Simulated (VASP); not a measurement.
# Te2Mo (P6_3/mmc) in VASP: notebook

Te2Mo is run at these levels: PBEsol; tasks: single point.

All numbers are computed with VASP 6.6.1; they aren't measurements. Logs are shortened: lines on timing, memory, paths and dates and some standing lists are left out, and cuts for length are marked.

**Experimental background.**

“Broadband infrared study of pressure-tunable Fano resonance and metallization transition in 2H-MoTe2”, 2022, pmc:9569381 quotes, for a bulk crystal of Te2Mo at 300 K: band gap 0.88 ± 0.05 eV (indirect).

How close the calculation comes is told below.

## (1) The cell of the first run

It takes space group P6_3/mmc (No. 194, hexagonal). Conventional cell: a = 3.494 Å, b = 3.494 Å, c = 14.009 Å, α = 90.00°, β = 90.00°, γ = 120.00°. Within 3.6 Å of Te (site symmetry 3m) lie 3 Mo at 2.71 Å and 6 Te at 3.49 Å. Mo (site symmetry -6m2) has 6 Te at 2.71 Å and 6 Mo at 3.49 Å within 3.6 Å.

## (2) Single point, PBEsol

INCAR

```
SYSTEM = Te2Mo
  ALGO = Normal
  EDIFF = 1E-7
  ENCUT = 520
  GGA = PS
  ISIF = 2
  ISMEAR = 0
  LASPH = .TRUE.
  LCHARG = .TRUE.
  LELF = .TRUE.
  LREAL = .FALSE.
  LVHAR = .TRUE.
  LWAVE = .FALSE.
  NBANDS = 35
  NELM = 80
  PREC = Accurate
  SIGMA = 0.02
```

KPOINTS

```
k-points
0
G
  12 12 2
  0 0 0
```

POSCAR

```
Te2Mo
1.0
    3.4939942427      0.0000000000      0.0000000000
   -1.7469971213      3.0258877748      0.0000000000
    0.0000000000      0.0000000000     14.0085389608
Te Mo
4 2
Direct
    0.3333333333      0.6666666667      0.6211281373
    0.6666666667      0.3333333333      0.1211281373
    0.3333333333      0.6666666667      0.8788718627
    0.6666666667      0.3333333333      0.3788718627
    0.3333333333      0.6666666667      0.2500000000
    0.6666666667      0.3333333333      0.7500000000
```

Potentials or basis: VASP PAW PBE potentials, release 64 (Te, Mo_sv).

Run with:

```console
> cat potpaw_PBE.64/Te/POTCAR potpaw_PBE.64/Mo_sv/POTCAR > POTCAR
> mpirun -np 1 vasp_std > vasp.out
```

OUTCAR:

```text
SYSTEM = Te2Mo
   EDIFF = 1E-7
   ENCUT = 520
   GGA = PS
   ISIF = 2
   ISMEAR = 0
   LASPH = .TRUE.
   LREAL = .FALSE.
   NELM = 80
   PREC = Accurate

 ion  position               nearest neighbor table
   1  0.333  0.667  0.621-   6 2.71   6 2.71   6 2.71   3 3.61
   2  0.667  0.333  0.121-   5 2.71   5 2.71   5 2.71   4 3.61
   3  0.333  0.667  0.879-   6 2.71   6 2.71   6 2.71   1 3.61
   4  0.667  0.333  0.379-   5 2.71   5 2.71   5 2.71   2 3.61
   5  0.333  0.667  0.250-   2 2.71   4 2.71   2 2.71   4 2.71   2 2.71   4 2.71
   6  0.667  0.333  0.750-   1 2.71   3 2.71   1 2.71   3 2.71   1 2.71   3 2.71

  LATTYP: Found a hexagonal cell.
 ALAT       =     3.4939942427
 C/A-ratio  =     4.0093194172

  Lattice vectors:

 A1 = (   3.4939942427,   0.0000000000,   0.0000000000)
 A2 = (  -1.7469971213,   3.0258877748,   0.0000000000)
 A3 = (   0.0000000000,   0.0000000000,  14.0085389608)

Analysis of symmetry for initial positions (statically):
=====================================================================
 Subroutine PRICEL returns:
 Original cell was already a primitive cell.

 Routine SETGRP: Setting up the symmetry group for a
 hexagonal supercell.

 Subroutine GETGRP returns: Found 24 space group operations
 (whereof 12 operations were pure point group operations)
 out of a pool of 24 trial point group operations.

The static configuration has the point symmetry D_3d.
 The point group associated with its full space group is D_6h.

Analysis of symmetry for dynamics (positions and initial velocities):
=====================================================================
 Subroutine PRICEL returns:
 Original cell was already a primitive cell.

 Routine SETGRP: Setting up the symmetry group for a
 hexagonal supercell.

 Subroutine GETGRP returns: Found 24 space group operations
 (whereof 12 operations were pure point group operations)
 out of a pool of 24 trial point group operations.

The dynamic configuration has the point symmetry D_3d.
 The point group associated with its full space group is D_6h.

 Subroutine INISYM returns: Found 24 space group operations
 (whereof 12 operations are pure point group operations),
 and found     1 'primitive' translations

----------------------------------------------------------------------------------------

                                     Primitive cell

  volume of cell :     148.1044

  direct lattice vectors                    reciprocal lattice vectors
     3.493994243  0.000000000  0.000000000     0.286205394  0.165240761  0.000000000
    -1.746997121  3.025887775  0.000000000     0.000000000  0.330481523  0.000000000
     0.000000000  0.000000000 14.008538961     0.000000000  0.000000000  0.071385032

  length of vectors
     3.493994243  3.493994243 14.008538961     0.330481523  0.330481523  0.071385032

  position of ions in fractional coordinates (direct lattice)
     0.333333333  0.666666667  0.621128137
     0.666666667  0.333333333  0.121128137
     0.333333333  0.666666667  0.878871863
     0.666666667  0.333333333  0.378871863
     0.333333333  0.666666667  0.250000000
     0.666666667  0.333333333  0.750000000

  ion indices of the primitive-cell ions
   primitive index   ion index
                 1           1
                 2           2
                 3           3
                 4           4
                 5           5
                 6           6

----------------------------------------------------------------------------------------

 KPOINTS: k-points

Automatic generation of k-mesh.
 Grid dimensions read from file:
 generate k-points for:   12   12    2

 Generating k-lattice:

  Cartesian coordinates                     Fractional coordinates (reciprocal lattice)
     0.023850450  0.013770063  0.000000000     0.083333333  0.000000000  0.000000000
     0.000000000  0.027540127  0.000000000     0.000000000  0.083333333  0.000000000
     0.000000000  0.000000000  0.035692516     0.000000000  0.000000000  0.500000000

  Length of vectors
     0.027540127  0.027540127  0.035692516

  Shift w.r.t. Gamma in fractional coordinates (k-lattice)
     0.000000000  0.000000000  0.000000000

 Subroutine IBZKPT returns following result:
 ===========================================

 Found     38 irreducible k-points:

 Following reciprocal coordinates:
            Coordinates               Weight
  0.000000  0.000000  0.000000      1.000000
  0.083333  0.000000  0.000000      6.000000
  0.166667  0.000000  0.000000      6.000000
  0.250000  0.000000  0.000000      6.000000
  0.333333 -0.000000  0.000000      6.000000
  0.416667  0.000000  0.000000      6.000000
[... 16 lines left out ...]
  0.250000  0.000000  0.500000      6.000000
  0.333333 -0.000000  0.500000      6.000000
 [... further k-points ...]
   k-points           NKPTS =     38   k-points in BZ     NKDIM =     38   number of bands    NBANDS=     35
   number of dos      NEDOS =    301   number of ions     NIONS =      6
   total plane-waves  NPLWV =  84672
   dimension x,y,z NGX =    28 NGY =   28 NGZ =  108
   dimension x,y,z NGXF=    56 NGYF=   56 NGZF=  216
   ions per type =               4   2
   NGX,Y,Z   is equivalent  to a cutoff of  13.32, 13.32, 12.82 a.u.
   NGXF,Y,Z  is equivalent  to a cutoff of  26.65, 26.65, 25.63 a.u.
 SYSTEM =  Te2Mo
   PREC   = accura    normal or accurate (medium, high low for compatibility)
   ISTART =      0    job   : 0-new  1-cont  2-samecut
   ICHARG =      2    charge: 1-file 2-atom 10-const
   ISPIN  =      1    spin polarized calculation?
   LNONCOLLINEAR =      F non collinear calculations
   LSORBIT =      F    spin-orbit coupling
   LASPH  =      T    aspherical Exc in radial PAW
   ENCUT  =  520.0 eV  38.22 Ry    6.18 a.u.   6.50  6.50 26.05*2*pi/ulx,y,z
   NELM   =     80;   NELMIN=  2; NELMDL= -5     # of ELM steps
   EDIFF  = 0.1E-06   stopping-criterion for ELM
   LREAL  =      F    real-space projection
   EDIFFG = 0.1E-05   stopping-criterion for IOM
   NSW    =      0    number of steps for IOM
   IBRION =     -1    ionic relax: 0-MD 1-quasi-New 2-CG
   NFREE  =      0    steps in history (QN), initial steepest desc. (CG)
   ISIF   =      2    stress and relaxation
   ISYM   =      2    0-nonsym 1-usesym 2-fastsym
   POTIM  = 0.5000    time-step for ionic-motion
   TEBEG  =    0.0;   TEEND  =   0.0 temperature during run
   PSTRESS=    0.0 pullay stress
   NELECT =      52.0000    total number of electrons
   NUPDOWN=      -1.0000    fix difference up-down
   EMIN   =  10.00;   EMAX   =-10.00  energy-range for DOS
   EFERMI =   0.00;   METHOD = LEGACY
   ISMEAR =     0;   SIGMA  =   0.02  broadening in eV -4-tet -1-fermi 0-gaus
   EFERMI_NEDOS =   21; number of points for ismear=-14 and -15
   IALGO  =     38    algorithm
   IMIX   =      4    mixing-type and parameters
     AMIX     =   0.40;   BMIX     =  1.00
     AMIX_MAG =   1.60;   BMIX_MAG =  1.00
  volume/ion in A,a.u.               =      24.68       166.58
  Fermi-wavevector in a.u.,A,eV,Ry     =   1.154924  2.182490 18.148117  1.333849
  Thomas-Fermi vector in A             =   2.291556
   LORBIT       =      0    0 simple, 1 ext, 2 COOP (PROOUT), +10 PAW based schemes
   GGA     = PS    functional components
   LHFCALC =     F    Hartree Fock is set to
   AEXX    =    0.0000 exact exchange contribution
   IVDW    =     0    specifies the selected vdW correction
   LEPSILON=     F    determine dielectric tensor
   LRPA    =     F    only Hartree local field effects (RPA)
 non-spin polarized calculation
 Gauss-broadening in eV      SIGMA  =   0.02
  energy-cutoff  :      520.00
  volume of cell :      148.10
 maximum number of plane-waves:      4038
 NGX is ok and might be reduce to    28
   NGX = 13   NGY = 13   NGZ = 53

 number of electron      51.9999995 magnetization

 Free energy of the ion-electron system (eV)
  ---------------------------------------------------
  ext. energy  EPLUGINS =         0.00000000
  ---------------------------------------------------
  free energy    TOTEN  =       -39.39549067 eV

  energy without entropy =      -39.39549067  energy(sigma->0) =      -39.39549067

 E-fermi :   8.2725     XC(G=0): -10.6324

 val. band max:        8.1167071322   @ k =   0.0000   0.0000   0.0000
 cond. band min:       8.8833701425   @ k =   0.2500   0.1667   0.0000
 fundamental gap:      0.7666630103
 Fermi energy:         8.2725335278

 k-point     1 :       0.0000    0.0000    0.0000
  band No.  band energies     occupation
      1     -52.5532      2.00000
      2     -52.5532      2.00000
      3     -26.7644      2.00000
      4     -26.7643      2.00000
      5     -26.6152      2.00000
      6     -26.6152      2.00000
[... 27 lines left out ...]
     34      11.6404      0.00000
     35      13.8789      0.00000

 k-point     2 :       0.0833    0.0000    0.0000
  band No.  band energies     occupation
      1     -52.5525      2.00000
      2     -52.5525      2.00000
      3     -26.7622      2.00000
      4     -26.7622      2.00000
      5     -26.6248      2.00000
      6     -26.6248      2.00000
[... 27 lines left out ...]
     34      11.4400      0.00000
     35      14.3173      0.00000

 k-point     3 :       0.1667    0.0000    0.0000
  band No.  band energies     occupation
      1     -52.5505      2.00000
      2     -52.5505      2.00000
      3     -26.7564      2.00000
      4     -26.7564      2.00000
      5     -26.6510      2.00000
      6     -26.6510      2.00000
[... 27 lines left out ...]
     34      11.6372      0.00000
     35      14.5081      0.00000
[... 723 lines left out ...]
 k-point    23 :       0.2500    0.0000    0.5000
  band No.  band energies     occupation
      1     -52.5477      2.00000
      2     -52.5477      2.00000
      3     -26.7484      2.00000
      4     -26.7484      2.00000
      5     -26.6867      2.00000
      6     -26.6867      2.00000
[... 27 lines left out ...]
     34      11.6486      0.00000
     35      14.2615      0.00000

 k-point    24 :       0.3333   -0.0000    0.5000
  band No.  band energies     occupation
      1     -52.5450      2.00000
      2     -52.5450      2.00000
      3     -26.7404      2.00000
      4     -26.7404      2.00000
      5     -26.7220      2.00000
      6     -26.7220      2.00000
[... 27 lines left out ...]
     34      11.7248      0.00000
     35      13.3511      0.00000

 [... further k-points ...]

------------------------ aborting loop because EDIFF is reached ----------------------------------------

  FORCE on cell =-STRESS in cart. coord.  units (eV):
  Direction    XX          YY          ZZ          XY          YZ          ZX
  --------------------------------------------------------------------------------------
  -------------------------------------------------------------------------------------
  Total        0.0881500      0.0881500      0.1937498      0.0000000      0.0000000      0.0000000
  in kB        0.9535977      0.9535977      2.0959650      0.0000000      0.0000000      0.0000000
  external PRESSURE =       1.3343868 kB  Pullay stress =       0.0000000 kB

 VOLUME and BASIS-vectors are now :
 -----------------------------------------------------------------------------
  energy-cutoff  :      520.00
  volume of cell :      148.10
      direct lattice vectors                 reciprocal lattice vectors
     3.493994243  0.000000000  0.000000000     0.286205394  0.165240761  0.000000000
    -1.746997121  3.025887775  0.000000000     0.000000000  0.330481523  0.000000000
     0.000000000  0.000000000 14.008538961     0.000000000  0.000000000  0.071385032

 POSITION                                       TOTAL-FORCE (eV/Angst)
 -----------------------------------------------------------------------------------
     -0.00000      2.01726      8.70110         0.000000      0.000000     -0.030102
      1.74700      1.00863      1.69683         0.000000      0.000000     -0.030102
     -0.00000      2.01726     12.31171         0.000000      0.000000      0.030102
      1.74700      1.00863      5.30744         0.000000     -0.000000      0.030102
     -0.00000      2.01726      3.50213        -0.000000      0.000000      0.000000
      1.74700      1.00863     10.50640        -0.000000     -0.000000      0.000000
 -----------------------------------------------------------------------------------
    total drift:                               -0.000000      0.000000     -0.000000

  FREE ENERGIE OF THE ION-ELECTRON SYSTEM (eV)
  ---------------------------------------------------
  free  energy   TOTEN  =       -39.3954906690 eV

  energy  without entropy=      -39.3954906690  energy(sigma->0) =      -39.39549067
```

Wall time 2.1 min (1 thread of Intel Xeon 6975P-C (Granite Rapids), shared host); peak memory 0.38 GiB.

What came out:

```
Free energy            : -39.3955 eV
Pressure               : 0.1 GPa
Largest force          : 0.030 eV/Å
Band gap on the k mesh : 0.77 eV, indirect (least direct gap 1.09 eV)
```

Forces on the atoms (eV/Å):
```
Te   0.000  0.000 -0.030
Te   0.000  0.000 -0.030
Te   0.000  0.000  0.030
Te   0.000  0.000  0.030
Mo   0.000  0.000  0.000
Mo   0.000  0.000  0.000
```

Caveat: the PAW data sets were made with another functional, which shifts forces and pressure a little; spin-orbit coupling is left out, which moves the levels of the heavy elements; this functional lacks dispersion, which binds the layers, so the pressure and a relaxed spacing across them are unreliable.

## (3) Single point, PBEsol

INCAR

```
SYSTEM = Te2Mo
PREC     = Accurate       ! precision mode
ENCUT    = 520            ! plane-wave cutoff, eV
EDIFF    = 1E-7           ! SCF threshold, eV
ISMEAR   = 0              ! smearing method
SIGMA    = 0.05           ! smearing width, eV
LREAL    = .False.        ! projectors in reciprocal space
LASPH    = .True.         ! aspherical terms in the spheres
NELM     = 60             ! most SCF steps
ALGO     = Normal         ! electronic algorithm
ISIF     = 2              ! what is computed and relaxed
LWAVE    = .False.        ! write WAVECAR
LCHARG   = .False.        ! write CHGCAR
GGA      = PS             ! functional
NBANDS   = 35             ! bands
```

KPOINTS

```
regular mesh
0
Gamma
  12 12 2
  0 0 0
```

POSCAR is that of step 2.

Potentials or basis: VASP PAW PBE potentials, release 64 (Te, Mo_sv).

Run with:

```console
> cat potpaw_PBE.64/Te/POTCAR potpaw_PBE.64/Mo_sv/POTCAR > POTCAR
> mpirun -np 1 vasp_std > vasp.out
```

Run time: 2.1 min. Hardware: 1 thread of Intel Xeon 6975P-C (Granite Rapids), shared host; peak memory 0.37 GiB.

The run converged. Its results:

```yaml
Free_energy: -39.3955 eV
Pressure: 0.1 GPa
Largest_force: 0.030 eV/Å
Band_gap_on_the_k_mesh: 0.77 eV, indirect (least direct gap 1.09 eV)
```

Forces on the atoms (eV/Å):
```
Te   0.000  0.000 -0.030
Te   0.000  0.000 -0.030
Te   0.000  0.000  0.030
Te   0.000  0.000  0.030
Mo   0.000  0.000  0.000
Mo   0.000  0.000  0.000
```

Stress tensor (GPa, compression positive):
```
0.10 0.00 0.00
0.00 0.10 0.00
0.00 0.00 0.21
```

Levels at points of the mesh, in eV from the valence-band top:
| k point | band 24 | band 25 | band 26 | band 27 | band 28 | band 29 |
| --- | --- | --- | --- | --- | --- | --- |
| (0.00, 0.00, 0.00) | -0.96 | -0.35 | 0.00 | 3.04 | 3.04 | 3.17 |
| (0.50, 0.00, 0.00) | -0.96 | -0.51 | -0.22 | 1.36 | 1.41 | 1.51 |
| (0.00, 0.00, 0.50) | -0.97 | -0.09 | -0.09 | 3.08 | 3.08 | 3.08 |
| (0.50, 0.00, 0.50) | -0.96 | -0.37 | -0.37 | 1.38 | 1.38 | 1.71 |

Caveat: the PAW data sets were made with another functional, which shifts forces and pressure a little; spin-orbit coupling is left out, which moves the levels of the heavy elements; this functional lacks dispersion, which binds the layers, so the pressure and a relaxed spacing across them are unreliable.

## (4) Comparison with measurements

Step 2. Against the measured gap of Te2Mo, 0.88 eV (indirect; 300 K; quoted in “Broadband infrared study of pressure-tunable Fano resonance and metallization transition in 2H-MoTe2”, 2022, pmc:9569381), the calculated 0.77 eV is off by -0.11 eV. Spin-orbit coupling on Mo, Te is left out. The value is that of PBEsol on a finite k mesh, which can miss the band edges, without temperature or zero-point motion. Semilocal functionals fall short of measured gaps as a rule.

Step 3. Against the measured gap of Te2Mo, 0.88 eV (indirect; 300 K; quoted in “Broadband infrared study of pressure-tunable Fano resonance and metallization transition in 2H-MoTe2”, 2022, pmc:9569381), the calculated 0.77 eV is off by -0.11 eV. Spin-orbit coupling on Mo, Te is left out. The value is that of PBEsol on a finite k mesh, which can miss the band edges, without temperature or zero-point motion. Semilocal functionals fall short of measured gaps as a rule.
